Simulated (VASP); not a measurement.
# Fe (Im-3m) in VASP: a series of runs

The runs below take Fe through single point, relaxation of volume and atoms at fixed shape, with PBEsol.

All numbers are computed with VASP 6.6.1; they aren't measurements. Logs are shortened: lines on timing, memory, paths and dates and some standing lists are left out, and cuts for length are marked.

### 1 The cell of the first run

The structure is cubic, space group Im-3m (No. 229). Conventional cell: a = 2.785 Å, b = 2.785 Å, c = 2.785 Å, α = 90.00°, β = 90.00°, γ = 90.00°. Fe (site symmetry m-3m) has 14 Fe at 2.41 to 2.79 Å within 3.2 Å.

### 2 Single point, PBEsol, collinear spin, ferromagnetic start

The input, INCAR:

```
SYSTEM = Fe
PREC     = Accurate       ! precision mode
ENCUT    = 520            ! plane-wave cutoff, eV
EDIFF    = 1E-7           ! SCF threshold, eV
ISMEAR   = -1             ! smearing method
SIGMA    = 0.05           ! smearing width, eV
LREAL    = .FALSE.        ! projectors in reciprocal space
LASPH    = .TRUE.         ! aspherical terms in the spheres
NELM     = 150            ! most SCF steps
ALGO     = Normal         ! electronic algorithm
ISIF     = 2              ! what is computed and relaxed
LWAVE    = .FALSE.        ! write WAVECAR
LCHARG   = .TRUE.         ! write CHGCAR
ISPIN    = 2              ! spin polarisation
MAGMOM   = 3.5            ! initial moments
LORBIT   = 11             ! projections on sites
LMAXMIX  = 4              ! l up to which the mixer works
GGA      = PS             ! functional
LELF     = .TRUE.         ! ELF
LVHAR    = .TRUE.       
NBANDS   = 14             ! bands
```

The input, KPOINTS:

```
regular mesh
0
G
  12 12 12
  0 0 0
```

The input, POSCAR:

```
Fe
1.0
   -1.3925005305      1.3925005305      1.3925005305
    1.3925005305     -1.3925005305      1.3925005305
    1.3925005305      1.3925005305     -1.3925005305
Fe
1
Direct
    0.0000000000      0.0000000000      0.0000000000
```

Potentials or basis: VASP PAW PBE potentials, release 64 (Fe).

Command:

```
> cat potpaw_PBE.64/Fe/POTCAR > POTCAR
> mpirun -np 1 vasp_std > vasp.out
```

OUTCAR:

```text
SYSTEM = Fe
   PREC = Accurate
   ENCUT = 520
   EDIFF = 1E-7
   ISMEAR = -1
   LREAL = .FALSE.
   LASPH = .TRUE.
   NELM = 150
   ISIF = 2
   ISPIN = 2
   LORBIT = 11
   GGA = PS

 ion  position               nearest neighbor table
   1  0.000  0.000  0.000-

  LATTYP: Found a body centered cubic cell.
 ALAT       =     2.7850010610

  Lattice vectors:

 A1 = (  -1.3925005305,   1.3925005305,   1.3925005305)
 A2 = (   1.3925005305,  -1.3925005305,   1.3925005305)
 A3 = (   1.3925005305,   1.3925005305,  -1.3925005305)

Analysis of symmetry for initial positions (statically):
=====================================================================
 Subroutine PRICEL returns:
 Original cell was already a primitive cell.

 Routine SETGRP: Setting up the symmetry group for a
 body centered cubic supercell.

 Subroutine GETGRP returns: Found 48 space group operations
 (whereof 48 operations were pure point group operations)
 out of a pool of 48 trial point group operations.

The static configuration has the point symmetry O_h .

Analysis of symmetry for dynamics (positions and initial velocities):
=====================================================================
 Subroutine PRICEL returns:
 Original cell was already a primitive cell.

 Routine SETGRP: Setting up the symmetry group for a
 body centered cubic supercell.

 Subroutine GETGRP returns: Found 48 space group operations
 (whereof 48 operations were pure point group operations)
 out of a pool of 48 trial point group operations.

The dynamic configuration has the point symmetry O_h .

Analysis of structural, dynamic, and magnetic symmetry:
=====================================================================
 Subroutine PRICEL returns:
 Original cell was already a primitive cell.

 Routine SETGRP: Setting up the symmetry group for a
 body centered cubic supercell.

 Subroutine GETGRP returns: Found 48 space group operations
 (whereof 48 operations were pure point group operations)
 out of a pool of 48 trial point group operations.

The overall configuration has the point symmetry O_h .

 Subroutine INISYM returns: Found 48 space group operations
 (whereof 48 operations are pure point group operations),
 and found     1 'primitive' translations

----------------------------------------------------------------------------------------

                                     Primitive cell

  volume of cell :      10.8006

  direct lattice vectors                    reciprocal lattice vectors
    -1.392500530  1.392500530  1.392500530     0.000000000  0.359066290  0.359066290
     1.392500530 -1.392500530  1.392500530     0.359066290  0.000000000  0.359066290
     1.392500530  1.392500530 -1.392500530     0.359066290  0.359066290  0.000000000
[... 125 lines left out ...]
  ---------------------------------------------------
  free energy    TOTEN  =        -8.92412155 eV

  energy without entropy =       -8.91716668  energy(sigma->0) =       -8.92064412

 E-fermi :   6.1899     XC(G=0): -13.5705

 val. band max:        6.1831203292   @ k =  -0.3333   0.4167   0.2500
 cond. band min:       6.2298173318   @ k =  -0.4167   0.4167   0.3333
 fundamental gap:      0.0466970026
 Fermi energy:         6.1898941260

 spin component 1

 k-point     1 :       0.0000    0.0000    0.0000
  band No.  band energies     occupation
      1      -2.6196      1.00000
      2       3.7973      1.00000
      3       3.7973      1.00000
      4       3.7973      1.00000
      5       5.1535      1.00000
      6       5.1535      1.00000
      7      31.6279      0.00000
      8      31.6279      0.00000
      9      31.6279      0.00000
     10      37.0636      0.00000
     11      37.0636      0.00000
     12      39.6375      0.00000
     13      39.6375      0.00000
     14      39.6375      0.00000
[... 379 lines left out ...]
      3       4.7963      1.00000
      4       5.2707      1.00000
      5       5.3759      1.00000
      6       9.0687      0.00000
      7      14.0726      0.00000
      8      22.4134      0.00000
      9      24.0125      0.00000
     10      33.5426      0.00000
     11      38.1797      0.00000
     12      42.1148      0.00000
     13      46.1011      0.00000
     14      48.3102      0.00000

 [... further k-points ...]

 spin component 2

 k-point     1 :       0.0000    0.0000    0.0000
  band No.  band energies     occupation
      1      -2.3592      1.00000
      2       5.6009      0.99999
      3       5.6009      0.99999
      4       5.6010      0.99999
      5       7.7133      0.00000
      6       7.7134      0.00000
      7      31.5517      0.00000
      8      31.5517      0.00000
      9      31.5517      0.00000
     10      37.3876      0.00000
     11      37.3876      0.00000
     12      40.3423      0.00000
     13      40.3423      0.00000
     14      40.3423      0.00000
[... 379 lines left out ...]
      3       5.8115      0.99948
      4       7.6859      0.00000
      5       8.0032      0.00000
      6      10.3700      0.00000
      7      15.3454      0.00000
      8      22.8818      0.00000
      9      24.6497      0.00000
     10      33.8526      0.00000
     11      38.8302      0.00000
     12      42.2726      0.00000
     13      46.2654      0.00000
     14      49.1916      0.00000

 [... further k-points ...]

------------------------ aborting loop because EDIFF is reached ----------------------------------------

  FORCE on cell =-STRESS in cart. coord.  units (eV):
  Direction    XX          YY          ZZ          XY          YZ          ZX
  --------------------------------------------------------------------------------------
  -------------------------------------------------------------------------------------
  Total       -0.0062940     -0.0062940     -0.0062940     -0.0000000     -0.0000000      0.0000000
  in kB       -0.9336678     -0.9336678     -0.9336678     -0.0000000     -0.0000000      0.0000000
  external PRESSURE =      -0.9336678 kB  Pullay stress =       0.0000000 kB

 VOLUME and BASIS-vectors are now :
 -----------------------------------------------------------------------------
  energy-cutoff  :      520.00
  volume of cell :       10.80
      direct lattice vectors                 reciprocal lattice vectors
    -1.392500530  1.392500530  1.392500530     0.000000000  0.359066290  0.359066290
     1.392500530 -1.392500530  1.392500530     0.359066290  0.000000000  0.359066290
     1.392500530  1.392500530 -1.392500530     0.359066290  0.359066290  0.000000000

 POSITION                                       TOTAL-FORCE (eV/Angst)
 -----------------------------------------------------------------------------------
      0.00000      0.00000      0.00000         0.000000      0.000000     -0.000000
 -----------------------------------------------------------------------------------
    total drift:                                0.000000      0.000000      0.000000

  FREE ENERGIE OF THE ION-ELECTRON SYSTEM (eV)
  ---------------------------------------------------
  free  energy   TOTEN  =        -8.9241215461 eV

  energy  without entropy=       -8.9171666849  energy(sigma->0) =       -8.92064412

 total charge

# of ion       s       p       d       tot
------------------------------------------
    1        0.512   0.594   6.276   7.382

 magnetization (x)

# of ion       s       p       d       tot
------------------------------------------
    1       -0.012  -0.051   2.123   2.060
```

stdout:

```text
POSCAR found type information on POSCAR Fe
 POSCAR found :  1 types and       1 ions
 scaLAPACK will be used
 -----------------------------------------------------------------------------
|                                                                             |
|                                                                             |
|     You enforced a specific xc type in the INCAR file but a different       |
|     I HOPE YOU KNOW WHAT YOU ARE DOING!                                     |
|                                                                             |
 -----------------------------------------------------------------------------

 LDA part: xc-table for (Slater+PW92), standard interpolation
 POSCAR, INCAR and KPOINTS ok, starting setup
 FFT: planning ... GRIDC
 FFT: planning ... GRID_SOFT
 FFT: planning ... GRID
 WAVECAR not read
 entering main loop
```

Wall time 12 s (1 thread of Intel Xeon 6975P-C (Granite Rapids), shared host); peak memory 0.14 GiB.

Results:

- Free energy: -8.9241 eV
- Pressure: -0.1 GPa
- Net moment: 2.08 μB per cell
- Site moments: Fe +2.06 μB
- Valence electrons inside the program's atomic spheres: Fe 7.38

Levels at points of the mesh, in eV from the Fermi level:
Spin up:
```tsv
k point	band 1	band 2	band 3	band 4	band 5	band 6	band 7	band 8	band 9	band 10
(0.00, 0.00, 0.00)	-8.81	-2.39	-2.39	-2.39	-1.04	-1.04	25.44	25.44	25.44	30.87
(0.50, 0.00, 0.00)	-5.22	-3.57	-0.97	-0.82	0.43	0.53	7.81	18.73	20.96	24.19
(0.50, 0.50, 0.50)	-5.15	-5.15	0.24	0.24	0.24	10.22	10.22	10.22	16.16	16.16
```
Spin down:
```csv
k point,band 1,band 2,band 3,band 4,band 5,band 6,band 7
"(0.00, 0.00, 0.00)",-8.55,-0.59,-0.59,-0.59,1.52,1.52,25.36
"(0.50, 0.00, 0.00)",-3.98,-1.96,0.66,1.40,1.80,2.63,9.14
"(0.50, 0.50, 0.50)",-3.44,-3.44,2.30,2.30,2.30,10.57,10.57
```

Caveat: the PAW data sets were made with another functional, which shifts forces and pressure a little.

### 3 Relaxation of volume and atoms at fixed shape, PBEsol, collinear spin, ferromagnetic start

This run uses another cell than the first one, of 12.02 Å³/atom, 1.113 times its volume.

The input, INCAR:

```
SYSTEM = Fe
ALGO     = Normal         ! electronic algorithm
EDIFF    = 1E-7           ! SCF threshold, eV
EDIFFG   = -0.03          ! ionic threshold
ENCUT    = 600            ! plane-wave cutoff, eV
GGA      = PS             ! functional
IBRION   = 2              ! ionic algorithm
ISIF     = 8              ! what is computed and relaxed
ISMEAR   = -1             ! smearing method
ISPIN    = 2              ! spin polarisation
LASPH    = .True.         ! aspherical terms in the spheres
LCHARG   = .False.        ! write CHGCAR
LMAXMIX  = 4              ! l up to which the mixer works
LORBIT   = 11             ! projections on sites
LREAL    = .False.        ! projectors in reciprocal space
LWAVE    = .False.        ! write WAVECAR
MAGMOM   = 3.5            ! initial moments
NELM     = 150            ! most SCF steps
NSW      = 80             ! ionic steps
PREC     = Accurate       ! precision mode
SIGMA    = 0.05           ! smearing width, eV
```

The input, KPOINTS:

```
k-points
0
Gamma
  12 12 12
  0 0 0
```

The input, POSCAR:

```
Fe
1.0
   -1.4430000000      1.4430000000      1.4430000000
    1.4430000000     -1.4430000000      1.4430000000
    1.4430000000      1.4430000000     -1.4430000000
Fe
1
Direct
    0.0000000000      0.0000000000      0.0000000000
```

Potentials or basis: VASP PAW PBE potentials, release 64 (Fe).

Command:

```
> cat potpaw_PBE.64/Fe/POTCAR > POTCAR
> mpirun -np 1 vasp_std > vasp.out
```

It took 37 s on 1 thread of Intel Xeon 6975P-C (Granite Rapids), shared host; peak memory 0.15 GiB.

It converged, with:

```yaml
Free_energy: -8.9243 eV
Relaxed_volume: 10.80 Å³/atom
Relaxed_cell: a = 2.412 Å, b = 2.412 Å, c = 2.412 Å, α = 109.47°, β = 109.47°, γ = 109.47°
Space_group_after_relaxing_to_0.05_Å: Im-3m (No. 229)
Energy_gained_by_relaxing: 72.4 meV/atom
Ionic_steps: 4
Pressure_after_relaxing: -0.1 GPa
Net_moment: 2.08 μB per cell
Site_moments: Fe +2.06 μB
Valence_electrons_inside_the_program's_atomic_spheres: Fe 7.38
```

The path:
```
step  energy change (eV)  largest force (eV/Å)  pressure (GPa)  volume (Å³)
   1              0.0000                0.0000          -17.18        12.02
   2             -0.0133                0.0000           23.59         9.91
   3             -0.0723                0.0000           -0.56        10.82
   4             -0.0724                0.0000           -0.09        10.80
```

Final structure:
```
Fe
1.0
    -1.39233    1.39233    1.39233
     1.39233   -1.39233    1.39233
     1.39233    1.39233   -1.39233
Fe
1
Direct
  0.00000 0.00000 0.00000
```

Levels at points of the mesh, in eV from the Fermi level:
Spin up:
```
           k point  band 3  band 4  band 5  band 6  band 7  band 8
(0.00, 0.00, 0.00)   -2.39   -2.39   -1.04   -1.04   25.44   25.44
(0.50, 0.00, 0.00)   -0.97   -0.82    0.43    0.53    7.81   18.73
(0.50, 0.50, 0.50)    0.24    0.24    0.24   10.22   10.22   10.22
```
Spin down:
| k point | band 1 | band 2 | band 3 | band 4 | band 5 | band 6 | band 7 |
| --- | --- | --- | --- | --- | --- | --- | --- |
| (0.00, 0.00, 0.00) | -8.55 | -0.59 | -0.59 | -0.59 | 1.52 | 1.52 | 25.37 |
| (0.50, 0.00, 0.00) | -3.98 | -1.96 | 0.66 | 1.40 | 1.80 | 2.63 | 9.15 |
| (0.50, 0.50, 0.50) | -3.44 | -3.44 | 2.30 | 2.30 | 2.30 | 10.57 | 10.57 |

Caveat: the PAW data sets were made with another functional, which shifts forces and pressure a little; the volume moved by -10 % from the deposited cell, more than functionals usually miss.
